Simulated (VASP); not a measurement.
The system is LiH.

```
Li H
1.0
     0.00000    2.10679    1.99847
     2.10679    0.00000    1.99847
     2.10679    2.10679    0.00000
Li H
1 1
Direct
  0.00000 0.00000 0.00000
  0.50000 0.50000 0.50000
```

This cell differs from its parent crystal: biaxial xy strain +5.4%.

Base run:

- Program: VASP 6.6.1
- Functional: r2SCAN
- Potentials or basis: VASP PAW PBE potentials, release 64 (Li_sv, H)
- Cutoff: 520 eV
- k mesh: 10 × 10 × 10
- Occupations: gaussian, width 0.01 eV
- Spin: no spin polarisation

Its results: band gap on the k mesh 3.16 eV, indirect (least direct gap 3.53 eV).

Problem. The run is repeated on the same cell with these changes: functional from r2SCAN to HSE06; k mesh from 10 × 10 × 10 to 8 × 8 × 8. What comes out?

Solution. Band gap on the k mesh 3.52 eV, indirect (least direct gap 3.94 eV).

Several settings changed at once, so the effect can't be laid on one alone.

A k mesh can miss the band edges.
